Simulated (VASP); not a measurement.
Wanted: the native input for a VASP 6.6.1 run.

| Quantity | Value |
| --- | --- |
| Task | single point |
| Functional | PBE |
| Potentials or basis | VASP PAW PBE potentials, release 64 (B, W_sv) |
| Cutoff | 520 eV |
| k mesh | 6 × 6 × 6 |
| Occupations | gaussian, width 0.1 eV |
| Spin | no spin polarisation |
| Dipole correction | no |
| Further INCAR settings | ALGO = Fast; EDIFF = 1e-06; NBANDS = 30 |

The structure of BW3 lies in POSCAR:

```
BW3
1.0
    0.0000000000      3.1301232000      3.1301232000
    3.1301232000      0.0000000000      3.1301232000
    3.1301232000      3.1301232000      0.0000000000
B W
1 3
Direct
    0.0000000000      0.0000000000      0.0000000000
    0.2500000000      0.2500000000      0.2500000000
    0.7500000000      0.7500000000      0.7500000000
    0.5000000000      0.5000000000      0.5000000000
```

The cell was generated, and may not be a known phase.

These files were run (other wordings do the same):

INCAR

```
SYSTEM = BW3
ALGO = Fast
EDIFF = 1E-6
ENCUT = 520
GGA = PE
ISIF = 2
ISMEAR = 0
LASPH = .TRUE.
LCHARG = .FALSE.
LREAL = .FALSE.
LWAVE = .FALSE.
NBANDS = 30
NELM = 80
PREC = Accurate
SIGMA = 0.1
```

KPOINTS

```
k-points
0
G
  6 6 6
  0 0 0
```

Potentials or basis: VASP PAW PBE potentials, release 64 (B, W_sv).

The run is started by

```console
$ cat potpaw_PBE.64/B/POTCAR potpaw_PBE.64/W_sv/POTCAR > POTCAR
$ mpirun -np 1 vasp_std > vasp.out
```

Results of the run:

The pressure is -17.9 GPa and the band gap on the k mesh is zero (an odd number of electrons rules out a gap without spin polarisation).

Caveat: the cell stands under tension; spin-orbit coupling is left out, which moves the levels of the heavy elements.

Wall time 38 s on 1 thread of AMD EPYC 7R13 Processor (Zen 3) (shared host), peak memory 0.18 GiB.
